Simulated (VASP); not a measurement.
Write the native input for VASP 6.6.1 that does the following.

```
Task                   : single point
Functional             : PBEsol
Potentials or basis    : VASP PAW PBE potentials, release 64 (Mg, O)
Cutoff                 : 520 eV
k mesh                 : 6 × 6 × 6
Occupations            : gaussian, width 0.01 eV
Spin                   : no spin polarisation
Dipole correction      : no
Further INCAR settings : ALGO = Normal; EDIFF = 1e-06; NBANDS = 11
```

The structure of MgO lies in POSCAR:

```
MgO
1.0
    0.0000000000      2.1119935000      2.1119935000
    2.1119935000      0.0000000000      2.1119935000
    2.1119935000      2.1119935000      0.0000000000
Mg O
1 1
Direct
    0.0000000000      0.0000000000      0.0000000000
    0.5000000000      0.5000000000      0.5000000000
```

The input as run:

INCAR

```
SYSTEM = MgO
  ALGO = Normal
  EDIFF = 1E-6
  ENCUT = 520
  GGA = PS
  ISIF = 2
  ISMEAR = 0
  LASPH = .True.
  LCHARG = .False.
  LREAL = .False.
  LWAVE = .False.
  NBANDS = 11
  NELM = 80
  PREC = Accurate
  SIGMA = 0.01
```

KPOINTS

```
k-points
0
Gamma
  6 6 6
  0 0 0
```

Potentials or basis: VASP PAW PBE potentials, release 64 (Mg, O).

Command:

```sh
$ cat potpaw_PBE.64/Mg/POTCAR potpaw_PBE.64/O/POTCAR > POTCAR
$ mpirun -np 1 vasp_std > vasp.out
```

It gave:

```yaml
Pressure: -1.6 GPa
Band_gap_on_the_k_mesh: 4.55 eV, direct
```

Caveat: the k points lie up to 0.43 Å⁻¹ apart; the PAW data sets were made with another functional, which shifts forces and pressure a little.

Run time: 10 s on 1 thread of Intel Xeon 6975P-C (shared host), peak memory 0.11 GiB.
